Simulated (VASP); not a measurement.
**RbCl (rocksalt type): electric field gradients with PBE**

The system is RbCl (rocksalt type).

```
Rb Cl
1.0
     0.00000    3.34896    3.34896
     3.34896    0.00000    3.34896
     3.34896    3.34896    0.00000
Rb Cl
1 1
Direct
  0.00000 0.00000 0.00000
  0.50000 0.50000 0.50000
```

```yaml
Program: VASP 6.6.1
Task: electric field gradients
Functional: PBE
Potentials_or_basis: VASP PAW PBE potentials, release 64 (Rb_sv, Cl)
Cutoff: 400 eV
k_mesh: 10 × 10 × 10
Occupations: fermi-dirac, width 0.05 eV
Spin: no spin polarisation
Dipole_correction: no
Further_INCAR_settings: ALGO = Normal; EDIFF = 1e-08; NBANDS = 15
```

```yaml
Pressure: 0.0 GPa
Band_gap_on_the_k_mesh: 4.83 eV, direct
```

Levels at points of the mesh, in eV from the valence-band top:
```csv
k point,band 6,band 7,band 8,band 9,band 10,band 11
"(0.00, 0.00, 0.00)",0.00,0.00,0.00,4.83,7.95,7.95
"(0.50, 0.00, 0.00)",-0.79,-0.30,-0.30,7.57,7.78,9.96
"(0.50, 0.50, 0.00)",-0.32,-0.10,-0.10,6.24,7.83,9.42
```

Wall time 25 s on 1 thread of AMD EPYC 9R14 (Zen 4), with other jobs on the host, peak memory 0.15 GiB.

Caveat: without QUAD_EFG the Cq values of the log hold for a quadrupole moment of 1 mb, not for the nuclei. A k mesh can miss the band edges.
